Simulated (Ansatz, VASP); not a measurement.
# ZnSe: VASP beside Ansatz

```
Zn Se
1.0
     4.10770    0.00000    0.00000
     0.00000    4.10770    0.00000
     0.00000    0.00000    6.07035
Zn Se
2 2
Cartesian
  0.0000 0.0000 0.0000
  2.0539 2.0539 0.0000
  0.0000 2.0539 1.4950
  2.0539 0.0000 4.5753
```

Alike in both runs: task single point; functional r2SCAN; k mesh 4 × 4 × 2; no spin polarisation.

|  | VASP | Ansatz |
| --- | --- | --- |
| version | VASP 6.6.1 | Ansatz 0.2.0 |
| potentials or method | VASP PAW PBE potentials, release 64 (Zn, Se), cutoff 520 eV | plane waves, PAW |
| occupations | gaussian, width 0.01 eV | fixed |
| valence electrons in the cell | 36 | 56 |

|  | VASP | Ansatz | Ansatz less VASP |
| --- | --- | --- | --- |
| gap on the k mesh at the Fermi level (eV) | 2.41 | 2.42 | +0.011 |

VASP's potentials were made for PBE, not for r2SCAN. VASP's potentials hold 36 valence electrons a cell and Ansatz's 56, so a difference there can come from the potentials and not from the codes.

The k mesh is coarse, so the values compare programs but aren't converged.
